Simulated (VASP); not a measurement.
Write the native input for VASP 6.6.1 that does the following.

```
Task                   : single point
Functional             : PBE
Potentials or basis    : VASP PAW PBE potentials, release 64 (Sc_sv, Al, N)
Cutoff                 : 520 eV
k mesh                 : 8 × 10 × 10
Occupations            : gaussian, width 0.1 eV
Spin                   : no spin polarisation
Dipole correction      : no
Further INCAR settings : ALGO = Normal; EDIFF = 1e-06; NBANDS = 23
```

The structure of ScAl4N lies in POSCAR:

```
ScAl4N
1.0
    4.9340815487      0.0000000000      0.0000000000
    0.0000000000      2.3649560814      5.1229310876
    0.0000000000     -2.3649560814      5.1229310876
Sc Al N
1 4 1
Direct
    0.0000000000      0.3810250860      0.3810250860
    0.0000000000      0.6614123164      0.6614123164
    0.5000000000      0.5421631619      0.5421631619
    0.5000000000      0.5351750861      0.0369699199
    0.5000000000      0.0369699199      0.5351750861
    0.0000000000      0.8426249397      0.8426249397
```

These files were run (other wordings do the same):

INCAR

```
PREC = Accurate
ENCUT = 520
EDIFF = 1E-6
ISMEAR = 0
SIGMA = 0.1
LREAL = False
LASPH = True
NELM = 80
ALGO = Normal
ISIF = 2
LWAVE = False
LCHARG = False
GGA = PE
NBANDS = 23
```

KPOINTS

```
Automatic mesh
0
Gamma
  8 10 10
```

Potentials or basis: VASP PAW PBE potentials, release 64 (Sc_sv, Al, N).

Run with:

```console
$ cat potpaw_PBE.64/Sc_sv/POTCAR potpaw_PBE.64/Al/POTCAR potpaw_PBE.64/N/POTCAR > POTCAR
$ mpirun -np 1 vasp_std > vasp.out
```

Results of the run:

* Pressure: 0.0 GPa
* Largest force: 0.013 eV/Å
* Band gap on the k mesh: zero (band 14 reaches 4.78 eV, above the bottom of band 15 at 4.16 eV)

It took 6.5 min on 1 thread of Intel(R) Xeon(R) Platinum 8259CL CPU @ 2.50GHz (Skylake/Cascade Lake) (shared host), peak memory 0.54 GiB.
